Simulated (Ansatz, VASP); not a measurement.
## Os: VASP beside Ansatz

INCAR

```
SYSTEM = Os
ALGO = Normal ; EDIFF = 1E-7
ENCUT = 520 ; GGA = PE
ISIF = 2 ; ISMEAR = -1
LASPH = .True. ; LCHARG = .False.
LREAL = .False. ; LWAVE = .False.
NBANDS = 15 ; NELM = 100
PREC = Accurate ; SIGMA = 0.1
```

KPOINTS

```
k-points
0
Gamma
  11 11 11
  0 0 0
```

POSCAR

```
Os
1.0
    0.0000000000      2.8148207577      2.8148207577
    2.8148207577      0.0000000000      2.8148207577
    2.8148207577      2.8148207577      0.0000000000
Os
2
Direct
    0.1250000000      0.1250000000      0.1250000000
    0.8750000000      0.8750000000      0.8750000000
```

Input for Ansatz:

```yaml
crystal:
  lattice:
    - [0.0, 2.8148207577, 2.8148207577]
    - [2.8148207577, 0.0, 2.8148207577]
    - [2.8148207577, 2.8148207577, 0.0]
  atoms:
    - { symbol: Os, position: [0.125, 0.125, 0.125] }
    - { symbol: Os, position: [0.875, 0.875, 0.875] }
hamiltonian:
  xc: pbe
  pseudopotentials:
    kind: paw
    azcp:
      Os: "pseudopotentials/Os.paw.azcp"
basis:
  ecutwfc: 420
  fft_grid_basis: typed
kpoints:
  mp_grid: { grid: [11, 11, 11], shift: [0, 0, 0] }
magnetization:
  spin_polarized: false
scf:
  occupations: { method: fermi_dirac, width: 0.1 }
  lower_state_search: "off"
output:
  stress: true
  write_density: true
  write_potential: true
  elf: true
  volumetric_format: npy
```

Alike in both runs: task single point; functional PBE; k mesh 11 × 11 × 11; occupations fermi-dirac, width 0.1 eV; no spin polarisation.

|  | VASP | Ansatz |
| --- | --- | --- |
| version | VASP 6.6.1 | Ansatz 0.2.0 |
| potentials or method | VASP PAW PBE potentials, release 64 (Os), cutoff 520 eV | plane waves (420 eV) with PAW, scalar-relativistic |
| valence electrons in the cell | 16 | 32 |

|  | VASP | Ansatz | Ansatz less VASP |
| --- | --- | --- | --- |
| pressure (GPa) | -8.3 | -7.3 | +0.97 |

VASP's potentials hold 16 valence electrons a cell and Ansatz's 32, so a difference there can come from the potentials and not from the codes.

Spin-orbit coupling is off throughout.
